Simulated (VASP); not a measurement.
# Pt (Fm-3m) in VASP: a series of runs

Pt is run at these levels: PBEsol; tasks: relaxation of cell and atoms, single point.

All numbers are computed with VASP 6.6.1; they aren't measurements. Logs are shortened: lines on timing, memory, paths and dates and some standing lists are left out, and cuts for length are marked.

### Step 1. The cell of the first run

The structure is cubic, space group Fm-3m (No. 225). The conventional cell has a = 3.943 Å, b = 3.943 Å, c = 3.943 Å, α = 90.00°, β = 90.00°, γ = 90.00°. Within 3.7 Å of Pt (site symmetry m-3m) lie 12 Pt at 2.79 Å.

### Step 2. Relaxation of cell and atoms, PBEsol, target pressure -2 GPa, at which the enthalpy is minimised

File INCAR:

```
PREC = Accurate
ENCUT = 600
EDIFF = 1E-6
ISMEAR = 0
SIGMA = 0.1
LREAL = False
LASPH = True
NELM = 60
ALGO = Normal
ISIF = 3
LWAVE = False
LCHARG = False
GGA = PS
IBRION = 2
NSW = 70
EDIFFG = -0.008
PSTRESS = -20.0
```

File KPOINTS:

```
regular mesh
0
Gamma
  18 18 18
```

File POSCAR:

```
Pt
1.0
    0.0000000000      1.9716056242      1.9716056242
    1.9716056242      0.0000000000      1.9716056242
    1.9716056242      1.9716056242      0.0000000000
Pt
1
Direct
    0.0000000000      0.0000000000      0.0000000000
```

Potentials or basis: VASP PAW PBE potentials, release 64 (Pt).

Run with:

```bash
cat potpaw_PBE.64/Pt/POTCAR > POTCAR
mpirun -np 1 vasp_std > vasp.out
```

OUTCAR:

```text
PREC = Accurate
   ENCUT = 600
   EDIFF = 1E-6
   ISMEAR = 0
   LREAL = False
   LASPH = True
   NELM = 60
   ISIF = 3
   GGA = PS
   IBRION = 2
   NSW = 70
   EDIFFG = -0.008
   PSTRESS = -20.0

 ion  position               nearest neighbor table
   1  0.000  0.000  0.000-

  LATTYP: Found a face centered cubic cell.
 ALAT       =     3.9432112484

  Lattice vectors:

 A1 = (   0.0000000000,   1.9716056242,   1.9716056242)
 A2 = (   1.9716056242,   0.0000000000,   1.9716056242)
 A3 = (   1.9716056242,   1.9716056242,   0.0000000000)

Analysis of symmetry for initial positions (statically):
=====================================================================
 Subroutine PRICEL returns:
 Original cell was already a primitive cell.

 Routine SETGRP: Setting up the symmetry group for a
 face centered cubic supercell.

 Subroutine GETGRP returns: Found 48 space group operations
 (whereof 48 operations were pure point group operations)
 out of a pool of 48 trial point group operations.

The static configuration has the point symmetry O_h .

Analysis of symmetry for dynamics (positions and initial velocities):
=====================================================================
 Subroutine PRICEL returns:
 Original cell was already a primitive cell.

 Routine SETGRP: Setting up the symmetry group for a
 face centered cubic supercell.

 Subroutine GETGRP returns: Found 48 space group operations
 (whereof 48 operations were pure point group operations)
 out of a pool of 48 trial point group operations.

The dynamic configuration has the point symmetry O_h .

 Subroutine INISYM returns: Found 48 space group operations
 (whereof 48 operations are pure point group operations),
 and found     1 'primitive' translations

----------------------------------------------------------------------------------------

                                     Primitive cell

  volume of cell :      15.3282

  direct lattice vectors                    reciprocal lattice vectors
     0.000000000  1.971605624  1.971605624    -0.253600413  0.253600413  0.253600413
     1.971605624  0.000000000  1.971605624     0.253600413 -0.253600413  0.253600413
     1.971605624  1.971605624  0.000000000     0.253600413  0.253600413 -0.253600413

  length of vectors
     2.788271413  2.788271413  2.788271413     0.439248800  0.439248800  0.439248800

  position of ions in fractional coordinates (direct lattice)
     0.000000000  0.000000000  0.000000000

  ion indices of the primitive-cell ions
   primitive index   ion index
                 1           1

----------------------------------------------------------------------------------------

 KPOINTS: regular mesh

Automatic generation of k-mesh.
 Grid dimensions read from file:
 generate k-points for:   18   18   18

 Generating k-lattice:

  Cartesian coordinates                     Fractional coordinates (reciprocal lattice)
    -0.014088912  0.014088912  0.014088912     0.055555556  0.000000000  0.000000000
     0.014088912 -0.014088912  0.014088912     0.000000000  0.055555556  0.000000000
     0.014088912  0.014088912 -0.014088912     0.000000000  0.000000000  0.055555556

  Length of vectors
     0.024402711  0.024402711  0.024402711

  Shift w.r.t. Gamma in fractional coordinates (k-lattice)
     0.000000000  0.000000000  0.000000000

 Subroutine IBZKPT returns following result:
 ===========================================

 Found    195 irreducible k-points:

 Following reciprocal coordinates:
            Coordinates               Weight
  0.000000  0.000000  0.000000      1.000000
  0.055556  0.000000  0.000000      8.000000
  0.111111  0.000000  0.000000      8.000000
  0.166667  0.000000  0.000000      8.000000
  0.222222  0.000000  0.000000      8.000000
  0.277778  0.000000  0.000000      8.000000
[... 16 lines left out ...]
 -0.277778  0.055556  0.000000     24.000000
 -0.222222  0.055556  0.000000     24.000000
 [... further k-points ...]
   k-points           NKPTS =    195   k-points in BZ     NKDIM =    195   number of bands    NBANDS=      9
   number of dos      NEDOS =    301   number of ions     NIONS =      1
   total plane-waves  NPLWV =  13824
   dimension x,y,z NGX =    24 NGY =   24 NGZ =   24
   dimension x,y,z NGXF=    48 NGYF=   48 NGZF=   48
   ions per type =               1
   NGX,Y,Z   is equivalent  to a cutoff of  14.31, 14.31, 14.31 a.u.
   NGXF,Y,Z  is equivalent  to a cutoff of  28.62, 28.62, 28.62 a.u.
 SYSTEM =  unknown system
   PREC   = accura    normal or accurate (medium, high low for compatibility)
   ISTART =      0    job   : 0-new  1-cont  2-samecut
   ICHARG =      2    charge: 1-file 2-atom 10-const
   ISPIN  =      1    spin polarized calculation?
   LNONCOLLINEAR =      F non collinear calculations
   LSORBIT =      F    spin-orbit coupling
   LASPH  =      T    aspherical Exc in radial PAW
   ENCUT  =  600.0 eV  44.10 Ry    6.64 a.u.   5.57  5.57  5.57*2*pi/ulx,y,z
   NELM   =     60;   NELMIN=  2; NELMDL= -5     # of ELM steps
   EDIFF  = 0.1E-05   stopping-criterion for ELM
   LREAL  =      F    real-space projection
   EDIFFG = -.8E-02   stopping-criterion for IOM
   NSW    =     70    number of steps for IOM
   IBRION =      2    ionic relax: 0-MD 1-quasi-New 2-CG
   NFREE  =      1    steps in history (QN), initial steepest desc. (CG)
   ISIF   =      3    stress and relaxation
   ISYM   =      2    0-nonsym 1-usesym 2-fastsym
   POTIM  = 0.5000    time-step for ionic-motion
   TEBEG  =    0.0;   TEEND  =   0.0 temperature during run
   PSTRESS=  -20.0 pullay stress
   NELECT =      10.0000    total number of electrons
   NUPDOWN=      -1.0000    fix difference up-down
   EMIN   =  10.00;   EMAX   =-10.00  energy-range for DOS
   EFERMI =   0.00;   METHOD = LEGACY
   ISMEAR =     0;   SIGMA  =   0.10  broadening in eV -4-tet -1-fermi 0-gaus
   EFERMI_NEDOS =   21; number of points for ismear=-14 and -15
   IALGO  =     38    algorithm
   IMIX   =      4    mixing-type and parameters
     AMIX     =   0.40;   BMIX     =  1.00
     AMIX_MAG =   1.60;   BMIX_MAG =  1.00
  volume/ion in A,a.u.               =      15.33       103.44
  Fermi-wavevector in a.u.,A,eV,Ry     =   1.419858  2.683142 27.429285  2.015996
  Thomas-Fermi vector in A             =   2.540834
   LORBIT       =      0    0 simple, 1 ext, 2 COOP (PROOUT), +10 PAW based schemes
   GGA     = PS    functional components
   LHFCALC =     F    Hartree Fock is set to
   AEXX    =    0.0000 exact exchange contribution
   IVDW    =     0    specifies the selected vdW correction
   LEPSILON=     F    determine dielectric tensor
   LRPA    =     F    only Hartree local field effects (RPA)
 conjugate gradient relaxation of ions
 non-spin polarized calculation
 Gauss-broadening in eV      SIGMA  =   0.10
  energy-cutoff  :      600.00
  volume of cell :       15.33
 maximum number of plane-waves:       532
   NGX = 11   NGY = 11   NGZ = 11

--------------------------------------- Ionic step        1  -------------------------------------------

 number of electron      10.0000001 magnetization

 Free energy of the ion-electron system (eV)
  ---------------------------------------------------
  ext. energy  EPLUGINS =         0.00000000
  ---------------------------------------------------
  free energy    TOTEN  =        -6.96010005 eV

  energy without entropy =       -6.94912100  energy(sigma->0) =       -6.95461052

------------------------ aborting loop because EDIFF is reached ----------------------------------------

  FORCE on cell =-STRESS in cart. coord.  units (eV):
  Direction    XX          YY          ZZ          XY          YZ          ZX
  --------------------------------------------------------------------------------------
  -------------------------------------------------------------------------------------
  Total       -0.5321793     -0.5321793     -0.5321793      0.0000000      0.0000000      0.0000000
  in kB      -55.6260799    -55.6260799    -55.6260799      0.0000000      0.0000000      0.0000000
  external PRESSURE =     -35.6260799 kB  Pullay stress =     -20.0000000 kB
[... 59 lines left out ...]
  enthalpy is  TOTEN    =        -7.1355259818 eV   P V=       -0.1820573717

--------------------------------------- Ionic step        3  -------------------------------------------

 number of electron      10.0000000 magnetization

 Free energy of the ion-electron system (eV)
  ---------------------------------------------------
  ext. energy  EPLUGINS =         0.00000000
  ---------------------------------------------------
  free energy    TOTEN  =        -6.96488966 eV

  energy without entropy =       -6.95414078  energy(sigma->0) =       -6.95951522

 E-fermi :  11.0372     XC(G=0): -13.6098

 val. band max:       11.0363731560   @ k =  -0.3333   0.3889   0.1111
 cond. band min:      11.0515954636   @ k =   0.5000   0.5000   0.0000
 fundamental gap:      0.0152223077
 Fermi energy:        11.0371799886

 k-point     1 :       0.0000    0.0000    0.0000
  band No.  band energies     occupation
      1       0.7756      2.00000
      2       7.2483      2.00000
      3       7.2483      2.00000
      4       7.2483      2.00000
      5       9.4154      2.00000
      6       9.4154      2.00000
      7      25.6695      0.00000
      8      30.6087      0.00000
      9      30.6087      0.00000
[... 265 lines left out ...]
 k-point    24 :      -0.2222    0.0556    0.0000
  band No.  band energies     occupation
      1       2.8211      2.00000
      2       6.7496      2.00000
      3       7.6418      2.00000
      4       7.7102      2.00000
      5       9.2171      2.00000
      6       9.8968      2.00000
      7      24.6604      0.00000
      8      27.5585      0.00000
      9      32.0301      0.00000

 [... further k-points ...]
[... 5 lines left out ...]
  --------------------------------------------------------------------------------------
  -------------------------------------------------------------------------------------
  Total       -0.1933441     -0.1933441     -0.1933441      0.0000000     -0.0000000      0.0000000
  in kB      -20.4763192    -20.4763192    -20.4763192      0.0000000     -0.0000000      0.0000000
  external PRESSURE =      -0.4763192 kB  Pullay stress =     -20.0000000 kB
[... 16 lines left out ...]
  FREE ENERGIE OF THE ION-ELECTRON SYSTEM (eV)
  ---------------------------------------------------
  free  energy   TOTEN  =        -6.9648896612 eV

  energy  without entropy=       -6.9541407766  energy(sigma->0) =       -6.95951522

  enthalpy is  TOTEN    =        -7.1537362040 eV   P V=       -0.1888465427

 reached required accuracy - stopping structural energy minimisation
```

Run time: 28 s. Hardware: 1 thread of Intel Xeon Platinum 8488C (Sapphire Rapids), shared host; peak memory 0.18 GiB.

What came out:

```
Free energy                                            : -6.9649 eV
Relaxed volume                                         : 15.13 Å³/atom
Relaxed cell                                           : a = 2.776 Å, b = 2.776 Å, c = 2.776 Å, α = 60.00°, β = 60.00°, γ = 60.00°
Space group after relaxing (to 0.05 Å)                 : Fm-3m (No. 225)
Energy change on relaxing (the enthalpy is what falls) : -4.8 meV/atom
Ionic steps                                            : 3
Pressure after relaxing                                : -2.0 GPa
Band gap on the k mesh                                 : zero (band 5 reaches 11.53 eV, above the bottom of band 6 at 9.31 eV)
```

Step by step:
| step | energy change (eV) | largest force (eV/Å) | pressure (GPa) | volume (Å³) |
| --- | --- | --- | --- | --- |
| 1 | 0.0000 | 0.0000 | -5.56 | 15.33 |
| 2 | 0.0066 | 0.0000 | 9.23 | 14.58 |
| 3 | -0.0048 | 0.0000 | -2.05 | 15.13 |

Final structure:
```
CELL_PARAMETERS angstrom
0.00000 1.96300 1.96300
1.96300 0.00000 1.96300
1.96300 1.96300 0.00000
ATOMIC_POSITIONS crystal
Pt 0.00000 0.00000 0.00000
```

Levels at points of the mesh, in eV from the Fermi level:
```csv
k point,band 2,band 3,band 4,band 5,band 6,band 7,band 8,band 9
"(0.00, 0.00, 0.00)",-3.79,-3.79,-3.79,-1.62,-1.62,14.63,19.57,19.57
"(0.50, 0.00, 0.00)",-3.85,-3.85,-0.54,0.04,0.04,5.78,14.18,18.92
"(0.50, 0.50, 0.00)",-6.62,0.01,0.49,0.49,1.71,8.79,11.32,11.32
```

Caveat: the cell is relaxed towards a set pressure, so the enthalpy falls and the energy may rise; the PAW data sets were made with another functional, which shifts forces and pressure a little; spin-orbit coupling is left out, which moves the levels of the heavy elements.

### Step 3. Relaxation of cell and atoms, PBEsol

This run uses another cell than the first one, of 15.01 Å³/atom, 0.979 times its volume.

File INCAR:

```
ALGO = Fast
EDIFF = 1E-6
EDIFFG = -0.005
ENCUT = 600
GGA = PS
IBRION = 2
ISIF = 3
ISMEAR = 0
LASPH = T
LCHARG = F
LREAL = F
LWAVE = F
NELM = 80
NSW = 100
PREC = Accurate
SIGMA = 0.1
```

File KPOINTS:

```
k-points
0
Gamma
  18 18 18
```

File POSCAR:

```
Pt
1.0
    0.0000000000     -1.9579000000     -1.9579000000
    1.9579000000      0.0000000000     -1.9579000000
    1.9579000000     -1.9579000000      0.0000000000
Pt
1
Direct
    0.0000000000      0.0000000000      0.0000000000
```

Potentials or basis: VASP PAW PBE potentials, release 64 (Pt).

Run with:

```bash
cat potpaw_PBE.64/Pt/POTCAR > POTCAR
mpirun -np 1 vasp_std > vasp.out
```

Run time: 29 s. Hardware: 1 thread of Intel Xeon Platinum 8375C at 2.90GHz (Ice Lake), shared host; peak memory 0.17 GiB.

The run converged. Its results:

* Free energy: -6.9655 eV
* Relaxed volume: 15.02 Å³/atom
* Relaxed cell: a = 2.769 Å, b = 2.769 Å, c = 2.769 Å, α = 60.00°, β = 60.00°, γ = 60.00°
* Space group after relaxing (to 0.05 Å): Fm-3m (No. 225)
* Energy gained by relaxing: 0.0 meV/atom
* Ionic steps: 3
* Pressure after relaxing: 0.0 GPa
* Band gap on the k mesh: zero (band 5 reaches 11.67 eV, above the bottom of band 6 at 9.43 eV)

Final structure:
```
Pt
1.0
     0.00000   -1.95828   -1.95828
     1.95828    0.00000   -1.95828
     1.95828   -1.95828    0.00000
Pt
1
Direct
  0.00000 0.00000 0.00000
```

Levels at points of the mesh, in eV from the Fermi level:
```csv
k point,band 3,band 4,band 5,band 6,band 7,band 8
"(0.00, 0.00, 0.00)",-3.83,-3.83,-1.64,-1.64,14.61,19.59
"(0.50, 0.00, 0.00)",-3.89,-0.57,0.04,0.04,5.83,14.17
"(0.50, 0.50, 0.00)",0.02,0.49,0.49,1.70,8.87,11.35
```

Caveat: the PAW data sets were made with another functional, which shifts forces and pressure a little; spin-orbit coupling is left out, which moves the levels of the heavy elements.

### Step 4. Single point, PBEsol

This run uses another cell than the first one, of 15.04 Å³/atom, 0.981 times its volume.

File INCAR:

```
SYSTEM = Pt
PREC = Accurate ; ENCUT = 520
EDIFF = 1E-6 ; ISMEAR = 0
SIGMA = 0.1 ; LREAL = .FALSE.
LASPH = .TRUE. ; NELM = 60
ALGO = Normal ; ISIF = 2
LWAVE = .FALSE. ; LCHARG = .TRUE.
GGA = PS ; LELF = .TRUE.
LVHAR = .TRUE. ; NBANDS = 11
```

File KPOINTS:

```
Automatic mesh
0
G
  15 15 15
  0 0 0
```

File POSCAR:

```
Pt
1.0
    2.7704872835      0.0000000000      0.0000000000
   -1.3852436417      2.3993123684      0.0000000000
    1.3852436417      0.7997707895      2.2620933945
Pt
1
Direct
    0.0000000000      0.0000000000      0.0000000000
```

Run with:

```bash
cat potpaw_PBE.64/Pt/POTCAR > POTCAR
mpirun -np 1 vasp_std > vasp.out
```

Wall time 14 s (1 thread of Intel Xeon 6975P-C, shared host); peak memory 0.15 GiB.

It converged, with:

```yaml
Free_energy: -6.9669 eV
Pressure: -0.4 GPa
Band_gap_on_the_k_mesh: zero (band 5 reaches 11.60 eV, above the bottom of band 6 at 9.41 eV)
```

Levels at points of the mesh, in eV from the Fermi level:
| k point | band 1 | band 2 | band 3 | band 4 | band 5 | band 6 | band 7 | band 8 | band 9 | band 10 |
| --- | --- | --- | --- | --- | --- | --- | --- | --- | --- | --- |
| (0.00, 0.00, 0.00) | -10.35 | -3.84 | -3.84 | -3.84 | -1.65 | -1.65 | 14.60 | 19.57 | 19.57 | 19.57 |

Caveat: the PAW data sets were made with another functional, which shifts forces and pressure a little; spin-orbit coupling is left out, which moves the levels of the heavy elements.

### Step 5. Summary

```csv
task,cell,k mesh,cutoff (eV),gap on the mesh (eV),pressure (GPa)
relaxation of cell and atoms,"relaxed to -2 GPa from a = 2.788 Å, angles 60.0°, 1 atom",18 × 18 × 18,600,none,-2.0
relaxation of cell and atoms,"relaxed from a = 2.769 Å, angles 60.0°, 1 atom",18 × 18 × 18,600,none,0.0
single point,"a = 2.770 Å, angles 90.0, 60.0, 120.0°, 1 atom",15 × 15 × 15,520,none,-0.4
```

Alike in all rows: level PBEsol; potentials or basis VASP PAW PBE potentials, release 64 (Pt); no spin polarisation; smearing gaussian 0.1 eV.

Caveats: the PAW data sets were made with another functional, which shifts forces and pressure a little; spin-orbit coupling is left out, which moves the levels of the heavy elements; the cell is relaxed towards a set pressure, so the enthalpy falls and the energy may rise (some runs).

Absolute energies hang on the potentials; compare differences alone.
